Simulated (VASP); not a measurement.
Crystal: Ga2Ge2O3.

```
Ga Ge O
1.0
     3.30000    0.00000    0.00000
    -1.65000    2.85788    0.00000
     0.00000    0.00000   10.60000
Ga Ge O
2 2 3
Direct
  0.33333 0.66667 0.10500
  0.66667 0.33333 0.89500
  0.66667 0.33333 0.40500
  0.33333 0.66667 0.59500
  0.66667 0.33333 0.19000
  0.33333 0.66667 0.81000
  0.00000 0.00000 0.00000
```

- Program: VASP 6.6.1
- Task: relaxation of cell and atoms
- Functional: PBE
- Potentials or basis: VASP PAW PBE potentials, release 64 (Ga_d, Ge_d, O)
- Cutoff: 600 eV
- k mesh: 4 × 4 × 1
- Occupations: gaussian, width 0.15 eV
- Spin: no spin polarisation

At the start: pressure -4.3 GPa; volume 14.28 Å³/atom.

Problem. How do energy, volume and symmetry change on relaxing?

Solution. Over 18 steps the energy falls by 214.8 meV/atom and the volume is 14.78 Å³/atom (+3.5 %); space group P-3m1 (No. 164, to 0.05 Å).

Step by step:
| step | energy change (eV) | largest force (eV/Å) | pressure (GPa) | volume (Å³) |
| --- | --- | --- | --- | --- |
| 1 | 0.0000 | 1.8856 | -4.26 | 99.97 |
| 2 | -0.5479 | 1.0742 | 0.78 | 94.51 |
| 3 | -0.7083 | 1.0713 | 7.27 | 89.80 |
| 4 | -0.9592 | 1.1571 | 4.56 | 92.05 |
| 5 | -0.9652 | 1.4350 | 4.06 | 92.65 |
| 6 | -1.1765 | 0.5912 | -1.37 | 96.92 |
| 7 | -1.1889 | 0.7693 | -2.75 | 98.23 |
| 8 | -1.2843 | 0.6891 | -0.08 | 96.93 |
| 9 | -1.3016 | 0.6202 | 1.91 | 96.13 |
| 10 | -1.3850 | 0.3891 | 2.10 | 97.30 |
| 11 | -1.4376 | 0.4186 | 2.73 | 98.98 |
| 12 | -1.4813 | 0.3212 | -1.75 | 103.86 |
| 13 | -1.4838 | 0.2659 | -1.14 | 102.91 |
| 14 | -1.4979 | 0.1348 | -0.34 | 103.22 |
| 15 | -1.4984 | 0.1014 | -0.35 | 103.29 |
| 16 | -1.5013 | 0.1002 | 0.82 | 102.85 |
| 17 | -1.5017 | 0.0520 | 0.48 | 102.96 |
| 18 | -1.5038 | 0.0768 | 0.17 | 103.49 |

Final structure:
```
Ga Ge O
1.0
     3.05709    0.00000    0.00000
    -1.52854    2.64752    0.00000
     0.00000    0.00000   12.78702
Ga Ge O
2 2 3
Direct
  0.33333 0.66667 0.11046
  0.66667 0.33333 0.88954
  0.66667 0.33333 0.42425
  0.33333 0.66667 0.57575
  0.66667 0.33333 0.16843
  0.33333 0.66667 0.83157
  0.00000 0.00000 0.00000
```

Caveat: the k points lie up to 0.59 Å⁻¹ apart in the final cell; the relaxation stopped at a loose force limit of 0.08 eV/Å, so its end isn't a converged minimum.
